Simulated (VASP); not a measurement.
PIr2, 3 atoms in the cell. The structure is cubic, space group Fm-3m (No. 225). The conventional cell has a = 5.510 Å, b = 5.510 Å, c = 5.510 Å, α = 90.00°, β = 90.00°, γ = 90.00°. P (site symmetry m-3m) has 8 Ir at 2.39 Å within 3.2 Å. Within 3.2 Å of Ir (site symmetry -43m) lie 4 P at 2.39 Å and 6 Ir at 2.75 Å. 

| Item | Value |
| --- | --- |
| Program | VASP 6.6.1 |
| Task | single point |
| Functional | PBEsol |
| Potentials or basis | VASP PAW PBE potentials, release 64 (P, Ir) |
| Cutoff | 520 eV |
| k mesh | 14 × 14 × 14 |
| Occupations | fermi-dirac, width 0.1 eV |
| Spin | no spin polarisation |
| Dipole correction | no |
| Further INCAR settings | ALGO = Normal; EDIFF = 1e-07; NBANDS = 18 |

Potentials or basis: VASP PAW PBE potentials, release 64 (P, Ir).

Run with:

```sh
$ cat potpaw_PBE.64/P/POTCAR potpaw_PBE.64/Ir/POTCAR > POTCAR
$ mpirun -np 1 vasp_std > vasp.out
```

Hardware: 1 thread of Intel(R) Xeon(R) Platinum 8488C (Sapphire Rapids), on a shared host.

Problem. Estimate the wall time of this run.

Solution. It took 56 s on 1 thread of Intel(R) Xeon(R) Platinum 8488C (Sapphire Rapids), on a shared host, peak memory 0.22 GiB. Counts: scf iterations 13, k points 104.
